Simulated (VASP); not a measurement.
# Ti (Cmcm) in VASP: single point with r2SCAN

Aim: the single point of Ti with r2SCAN.

Program: VASP 6.6.1. These are calculated values, not measurements. Logs are shortened: lines on timing, memory, paths and dates and some standing lists are left out, and cuts for length are marked.

## Step 1: The cell of the first run

Symmetry: Cmcm, No. 63, orthorhombic system. The conventional cell has a = 3.097 Å, b = 5.084 Å, c = 4.638 Å, α = 90.00°, β = 90.00°, γ = 90.00°. Ti (site symmetry m2m) has 12 Ti at 2.87 to 3.10 Å within 3.8 Å.

## Step 2: Single point, r2SCAN (normal strain along x +0.0550, normal strain along z +0.0000)

POSCAR reads:

```
Ti
1.0
    3.0965177982      0.0000000000      0.0000000000
   -1.5482588991      2.5418607360      0.0000000000
    0.0000000000      0.0000000000      4.6384185731
Ti
2
Direct
    0.3333333333      0.6666666667      0.2500000000
    0.6666666667      0.3333333333      0.7500000000
```

INCAR.step1 reads:

```
  PREC = Accurate
  ENCUT = 520
  ISMEAR = 1
  SIGMA = 0.05
  LREAL = False
  LASPH = True
  NELM = 100
  NBANDS = 19
  GGA = PE
  ALGO = Normal
  EDIFF = 1E-4
  LWAVE = True
  LCHARG = False
```

INCAR.step2 reads:

```
  PREC = Accurate
  ENCUT = 520
  EDIFF = 1E-7
  ISMEAR = 1
  SIGMA = 0.05
  LREAL = False
  LASPH = True
  NELM = 100
  ALGO = Normal
  ISIF = 2
  LWAVE = False
  LCHARG = False
  METAGGA = R2SCAN
  LMIXTAU = True
  NBANDS = 19
  ISTART = 1
```

KPOINTS reads:

```
regular mesh
0
Gamma
  18 18 10
```

Potentials or basis: VASP PAW PBE potentials, release 64 (Ti_sv).

Run with:

```sh
> cat potpaw_PBE.64/Ti_sv/POTCAR > POTCAR
> cp INCAR.step1 INCAR
> mpirun -np 1 vasp_std > vasp.out
> cp INCAR.step2 INCAR
> mpirun -np 1 vasp_std > vasp.out
```

OUTCAR:

```text
PREC = Accurate
   ENCUT = 520
   EDIFF = 1E-7
   ISMEAR = 1
   LREAL = False
   LASPH = True
   NELM = 100
   ISIF = 2
   METAGGA = R2SCAN
   ISTART = 1

 ion  position               nearest neighbor table
   1  0.333  0.667  0.250-   2 2.87   2 2.87   2 2.91   2 2.91   2 2.91   2 2.91
   2  0.667  0.333  0.750-   1 2.87   1 2.87   1 2.91   1 2.91   1 2.91   1 2.91

  Warning from LATTYP: Monoclinic adjustment (A1->A3, A2->A1, A3->A2)!
  LATTYP: Found a base centered orthorhombic cell.
 ALAT       =     3.0965177982
 B/A-ratio  =     1.6417543200
 C/A-ratio  =     1.4979466857

  Lattice vectors:

 A1 = (   1.5482588991,  -2.5418607360,   0.0000000000)
 A2 = (   1.5482588991,   2.5418607360,   0.0000000000)
 A3 = (   0.0000000000,   0.0000000000,   4.6384185731)

Analysis of symmetry for initial positions (statically):
=====================================================================
 Subroutine PRICEL returns:
 Original cell was already a primitive cell.

 Routine SETGRP: Setting up the symmetry group for a
 base centered orthorhombic supercell.

 Subroutine GETGRP returns: Found  8 space group operations
 (whereof  4 operations were pure point group operations)
 out of a pool of  8 trial point group operations.

The static configuration has the point symmetry C_2h.
 The point group associated with its full space group is D_2h.

Analysis of symmetry for dynamics (positions and initial velocities):
=====================================================================
 Subroutine PRICEL returns:
 Original cell was already a primitive cell.

 Routine SETGRP: Setting up the symmetry group for a
 base centered orthorhombic supercell.

 Subroutine GETGRP returns: Found  8 space group operations
 (whereof  4 operations were pure point group operations)
 out of a pool of  8 trial point group operations.

The dynamic configuration has the point symmetry C_2h.
 The point group associated with its full space group is D_2h.

 Subroutine INISYM returns: Found  8 space group operations
 (whereof  4 operations are pure point group operations),
 and found     1 'primitive' translations

----------------------------------------------------------------------------------------

                                     Primitive cell

  volume of cell :      36.5086
[... 83 lines left out ...]
   ISPIN  =      1    spin polarized calculation?
   LNONCOLLINEAR =      F non collinear calculations
   LSORBIT =      F    spin-orbit coupling
   LASPH  =      T    aspherical Exc in radial PAW
   ENCUT  =  520.0 eV  38.22 Ry    6.18 a.u.   5.76  5.53  8.62*2*pi/ulx,y,z
   NELM   =    100;   NELMIN=  2; NELMDL=  0     # of ELM steps
   EDIFF  = 0.1E-06   stopping-criterion for ELM
   LREAL  =      F    real-space projection
   EDIFFG = 0.1E-05   stopping-criterion for IOM
   NSW    =      0    number of steps for IOM
   IBRION =     -1    ionic relax: 0-MD 1-quasi-New 2-CG
   NFREE  =      0    steps in history (QN), initial steepest desc. (CG)
   ISIF   =      2    stress and relaxation
   ISYM   =      2    0-nonsym 1-usesym 2-fastsym
   POTIM  = 0.5000    time-step for ionic-motion
   TEBEG  =    0.0;   TEEND  =   0.0 temperature during run
   PSTRESS=    0.0 pullay stress
   NELECT =      24.0000    total number of electrons
   NUPDOWN=      -1.0000    fix difference up-down
   EMIN   =  10.00;   EMAX   =-10.00  energy-range for DOS
   EFERMI =   0.00;   METHOD = LEGACY
   ISMEAR =     1;   SIGMA  =   0.05  broadening in eV -4-tet -1-fermi 0-gaus
   EFERMI_NEDOS =   21; number of points for ismear=-14 and -15
   IALGO  =     38    algorithm
   IMIX   =      4    mixing-type and parameters
     AMIX     =   0.40;   BMIX     =  1.00
     AMIX_MAG =   1.60;   BMIX_MAG =  1.00
  volume/ion in A,a.u.               =      18.25       123.19
  Fermi-wavevector in a.u.,A,eV,Ry     =   1.423465  2.689959 27.568844  2.026253
  Thomas-Fermi vector in A             =   2.544060
   LORBIT       =      0    0 simple, 1 ext, 2 COOP (PROOUT), +10 PAW based schemes
   METAGGA = R2SCAN    functional components
   LHFCALC =     F    Hartree Fock is set to
   AEXX    =    0.0000 exact exchange contribution
   IVDW    =     0    specifies the selected vdW correction
   LEPSILON=     F    determine dielectric tensor
   LRPA    =     F    only Hartree local field effects (RPA)
 non-spin polarized calculation
 Methfessel and Paxton  Order N= 1 SIGMA  =   0.05
  energy-cutoff  :      520.00
  volume of cell :       36.51
 maximum number of plane-waves:      1002
   NGX = 11   NGY = 11   NGZ = 17

 number of electron      23.9999999 magnetization

 Free energy of the ion-electron system (eV)
  ---------------------------------------------------
  ext. energy  EPLUGINS =         0.00000000
  ---------------------------------------------------
  free energy    TOTEN  =       -25.84422299 eV

  energy without entropy =      -25.84436475  energy(sigma->0) =      -25.84427024

 E-fermi :   7.8814     XC(G=0): -12.1413

 val. band max:        7.8799746252   @ k =   0.0000   0.2222   0.3000
 cond. band min:       7.8870779808   @ k =   0.3889   0.1667   0.5000
 fundamental gap:      0.0071033557
 Fermi energy:         7.8814012818

 k-point     1 :       0.0000    0.0000    0.0000
  band No.  band energies     occupation
      1     -51.4626      2.00000
      2     -51.3323      2.00000
      3     -26.9912      2.00000
      4     -26.4239      2.00000
      5     -26.3905      2.00000
      6     -26.3281      2.00000
[... 505 lines left out ...]
      6     -26.4546      2.00000
[... 11 lines left out ...]
     18      10.3096      0.00000
     19      11.3724      0.00000

 [... further k-points ...]

------------------------ aborting loop because EDIFF is reached ----------------------------------------

  FORCE on cell =-STRESS in cart. coord.  units (eV):
  Direction    XX          YY          ZZ          XY          YZ          ZX
  --------------------------------------------------------------------------------------
  -------------------------------------------------------------------------------------
  Total       -2.1662921     -0.6488943     -0.8518335      0.0000000      0.0000000      0.0000000
  in kB      -95.0675538    -28.4766764    -37.3826445      0.0000000      0.0000000      0.0000000
  external PRESSURE =     -53.6422916 kB  Pullay stress =       0.0000000 kB

 VOLUME and BASIS-vectors are now :
 -----------------------------------------------------------------------------
  energy-cutoff  :      520.00
  volume of cell :       36.51
      direct lattice vectors                 reciprocal lattice vectors
     3.096517798  0.000000000  0.000000000     0.322943405  0.196706292  0.000000000
    -1.548258899  2.541860736  0.000000000     0.000000000  0.393412584  0.000000000
     0.000000000  0.000000000  4.638418573     0.000000000  0.000000000  0.215590720

 POSITION                                       TOTAL-FORCE (eV/Angst)
 -----------------------------------------------------------------------------------
     -0.00000      1.69457      1.15960         0.000000     -0.185523      0.000000
      1.54826      0.84729      3.47881         0.000000      0.185523     -0.000000
 -----------------------------------------------------------------------------------
    total drift:                               -0.000000      0.000000     -0.000000

  FREE ENERGIE OF THE ION-ELECTRON SYSTEM (eV)
  ---------------------------------------------------
  free  energy   TOTEN  =       -25.8442229898 eV

  energy  without entropy=      -25.8443647507  energy(sigma->0) =      -25.84427024
```

OUTCAR.step1:

```text
PREC = Accurate
   ENCUT = 520
   ISMEAR = 1
   LREAL = False
   LASPH = True
[... 754 lines left out ...]
     -0.00000      1.69457      1.15960         0.000000     -0.154478      0.000000
      1.54826      0.84729      3.47881         0.000000      0.154478     -0.000000
 -----------------------------------------------------------------------------------
    total drift:                               -0.000000      0.000000     -0.000000

  FREE ENERGIE OF THE ION-ELECTRON SYSTEM (eV)
  ---------------------------------------------------
  free  energy   TOTEN  =       -15.6188550112 eV

  energy  without entropy=      -15.6190023325  energy(sigma->0) =      -15.61890412
```

OSZICAR.step1:

```text
N       E                     dE             d eps       ncg     rms          rms(c)
DAV:   1     0.263821519219E+03    0.26382E+03   -0.13085E+04 20796   0.156E+03
DAV:   2     0.126101980052E+02   -0.25121E+03   -0.24730E+03 21317   0.440E+02
DAV:   3    -0.164864556782E+02   -0.29097E+02   -0.28740E+02 38955   0.123E+02
DAV:   4    -0.177911602844E+02   -0.13047E+01   -0.13023E+01 24085   0.269E+01
DAV:   5    -0.178559864511E+02   -0.64826E-01   -0.64819E-01 31098   0.425E+00    0.114E+01
DAV:   6    -0.156164990451E+02    0.22395E+01   -0.85625E+00 24181   0.285E+01    0.273E+00
DAV:   7    -0.156041302599E+02    0.12369E-01   -0.66472E-01 31148   0.572E+00    0.202E+00
DAV:   8    -0.156259147063E+02   -0.21784E-01   -0.18658E-01 22947   0.498E+00    0.657E-01
DAV:   9    -0.156184738557E+02    0.74409E-02   -0.42650E-02 23991   0.205E+00    0.671E-02
DAV:  10    -0.156188148505E+02   -0.34099E-03   -0.27480E-03 29367   0.315E-01    0.754E-02
DAV:  11    -0.156188550112E+02   -0.40161E-04   -0.10175E-04 15776   0.744E-02
   1 F= -.15618855E+02 E0= -.15618904E+02  d E =0.147321E-03
```

Wall time 24 min (1 thread of Intel Xeon 8259CL, shared host); peak memory 0.41 GiB.

What came out:

```
Free energy            : -25.8442 eV
Pressure               : -5.4 GPa
Largest force          : 0.186 eV/Å
Band gap on the k mesh : zero (bands 12 and 13 overlap by 1.10 eV)
```

Forces in eV/Å, atoms in the order of the input:
```
Ti   0.000 -0.186  0.000
Ti   0.000  0.186  0.000
```

Caveat: the cell differs from its parent crystal (normal strain along x +0.0550, normal strain along z +0.0000); the cell stands under tension; the PAW data sets were made with another functional, which shifts forces and pressure a little.
